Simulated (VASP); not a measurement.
Au, 2 atoms in the cell. The structure is cubic, space group Fd-3m (No. 227). The conventional cell has a = 5.953 Å, b = 5.953 Å, c = 5.953 Å, α = 90.00°, β = 90.00°, γ = 90.00°. Au (site symmetry -43m) has 4 Au at 2.58 Å within 3.4 Å. This isn't the form of Au at room conditions, which is fcc.

```yaml
Program: VASP 6.6.1
Task: single point
Functional: LDA
Potentials_or_basis: VASP PAW LDA potentials, release 64 (Au)
Cutoff: 520 eV
k_mesh: 15 × 15 × 15
Occupations: fermi-dirac, width 0.1 eV
Spin: no spin polarisation
Dipole_correction: no
Further_INCAR_settings: ALGO = Normal; EDIFF = 1e-07; NBANDS = 18
```

Potentials or basis: VASP PAW LDA potentials, release 64 (Au).

Command:

```sh
$ cat potpaw_LDA.64/Au/POTCAR > POTCAR
$ mpirun -np 1 vasp_std > vasp.out
```

Hardware: 1 thread of AMD EPYC 7R13 Processor (Zen 3), with other jobs on the host.

Q: How long does it take, and how much memory?

A: It took 52 s on 1 thread of AMD EPYC 7R13 Processor (Zen 3) (shared host), peak memory 0.19 GiB. Counts: scf iterations 11, k points 120.
